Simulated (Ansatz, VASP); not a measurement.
## One calculation of Ga, two programs

The input INCAR:

```
PREC = Accurate
ENCUT = 520
EDIFF = 1E-8
ISMEAR = -1
SIGMA = 0.05
LREAL = F
LASPH = T
NELM = 60
ALGO = Normal
ISIF = 2
LWAVE = F
LCHARG = F
GGA = PE
LEFG = T
NBANDS = 20
```

File KPOINTS:

```
Automatic mesh
0
Gamma
  12 12 12
```

POSCAR

```
Ga
1.0
   -0.0587728561      2.9386428044      2.9386428044
    2.9386428044     -0.0587728561      2.9386428044
    2.8798699483      2.8798699483      0.0000000000
Ga
2
Direct
    0.0000000000      0.0000000000      0.0000000000
    0.2500000000      0.2500000000      0.2500000000
```

Input for Ansatz:

```yaml
crystal:
  lattice:
    - [-0.0587728561, 2.9386428044, 2.9386428044]
    - [2.9386428044, -0.0587728561, 2.9386428044]
    - [2.8798699483, 2.8798699483, 0.0]
  atoms:
    - { symbol: Ga, position: [0.0, 0.0, 0.0] }
    - { symbol: Ga, position: [0.25, 0.25, 0.25] }
kpoints:
  mp_grid: { grid: [12, 12, 12] }
scf:
  occupations: { method: fermi_dirac, width: 0.05 }
hamiltonian:
  xc: pbe
  pseudopotentials: { kind: paw }
output:
  forces: true
  stress: true
  eigenvalues: true
  efg: { contact_densities: true }
```

Change from the starting cell: xy shear strain of -4 %, PAW files.

Alike in both runs: task electric field gradients; functional PBE; k mesh 12 × 12 × 12; occupations fermi-dirac, width 0.05 eV; no spin polarisation.

```csv
,VASP,Ansatz
version,VASP 6.6.1,Ansatz 0.2.0
potentials or method,"VASP PAW PBE potentials, release 64 (Ga_d)","PAW with Ansatz's default frozen-core files, scalar-relativistic"
plane-wave cutoff (eV),520,420
valence electrons in the cell,26,26
```

|  | VASP | Ansatz | Ansatz less VASP |
| --- | --- | --- | --- |
| pressure (GPa) | 0.2 | 0.1 | -0.10 |
| traceless stress, the component that is largest in VASP (GPa) | 1.34 | 1.34 | -0.008 |
| rms of the force components (eV/Å) | 0.174 | 0.173 | -0.0013 |
| size of Vzz on the site where it differs most (V/Å²) | 3.0 | 2.4 | -0.57 |

Atom by atom the forces differ by 0.001 eV/Å (rms over components).
